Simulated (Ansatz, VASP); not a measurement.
# One calculation of SrO, two programs

The input POSCAR:

```
SrO
1.0
   -0.0459795525      2.7463009644      2.7463009644
    2.7463009644     -0.0459795525      2.7463009644
    2.7463009644      2.7463009644     -0.0459795525
Sr O
1 1
Direct
   -0.0015845845     -0.0015845845     -0.0015845845
    0.2515845845      0.2515845845      0.2515845845
```

File INCAR.step1:

```
SYSTEM = SrO
PREC = Accurate
ENCUT = 660
ISMEAR = 0
SIGMA = 0.01
LREAL = .FALSE.
LASPH = .TRUE.
NELM = 120
NBANDS = 15
GGA = PE
ALGO = Normal
EDIFF = 1E-5
LWAVE = .TRUE.
LCHARG = .FALSE.
GGA_COMPAT = .FALSE.
```

INCAR.step2

```
SYSTEM = SrO
PREC = Accurate
ENCUT = 660
EDIFF = 1E-6
ISMEAR = 0
SIGMA = 0.01
LREAL = .FALSE.
LASPH = .TRUE.
NELM = 120
ALGO = Normal
ISIF = 2
LWAVE = .FALSE.
LCHARG = .FALSE.
METAGGA = R2SCAN
LMIXTAU = .TRUE.
NBANDS = 15
ISTART = 1
GGA_COMPAT = .FALSE.
```

KPOINTS

```
Automatic mesh
0
G
  8 8 8
  0 0 0
```

Input for Ansatz:

```yaml
crystal:
  lattice:
    - [-0.0459795525, 2.7463009644, 2.7463009644]
    - [2.7463009644, -0.0459795525, 2.7463009644]
    - [2.7463009644, 2.7463009644, -0.0459795525]
  atoms:
    - { symbol: Sr, position: [-0.0015845845, -0.0015845845, -0.0015845845] }
    - { symbol: O, position: [0.2515845845, 0.2515845845, 0.2515845845] }
kpoints:
  mp_grid: { grid: [8, 8, 8] }
  band_path:
    path:
      - [0.0, 0.0, 0.0]
      - [-0.5, -0.5, 0.0]
      - [-0.375, -0.375, 0.25]
      - [-0.375, 0.0, 0.375]
      - [0.0, 0.0, 0.5]
      - [-0.5, -0.25, 0.25]
    npoints: 1
hamiltonian:
  xc: r2scan
scf:
  occupations: { method: fixed }
  n_extra_bands: 4
output:
  forces: true
  stress: true
  eigenvalues: true
```

Change from the starting cell: shear_111 strain -2.5%.

Alike in both runs: task single point; functional r2SCAN; k mesh 8 × 8 × 8; no spin polarisation.

|  | VASP | Ansatz |
| --- | --- | --- |
| version | VASP 6.6.1 | Ansatz 0.2.0 |
| potentials or method | VASP PAW PBE potentials, release 64 (Sr_sv, O) | plane waves, PAW |
| plane-wave cutoff (eV) | 660 | 500 |
| occupations | gaussian, width 0.01 eV | fixed |
| valence electrons in the cell | 16 | 16 |

```tsv
	VASP	Ansatz	Ansatz less VASP
gap on the k mesh at the Fermi level (eV)	2.97	2.95	-0.017
pressure (GPa)	2.1	1.7	-0.41
traceless stress, the component that is largest in VASP (GPa)	0.41	0.40	-0.002
rms of the force components (eV/Å)	0.006	0.004	-0.0027
```

VASP's potentials were made for PBE, not for r2SCAN. Atom by atom the forces differ by 0.003 eV/Å (rms over components).
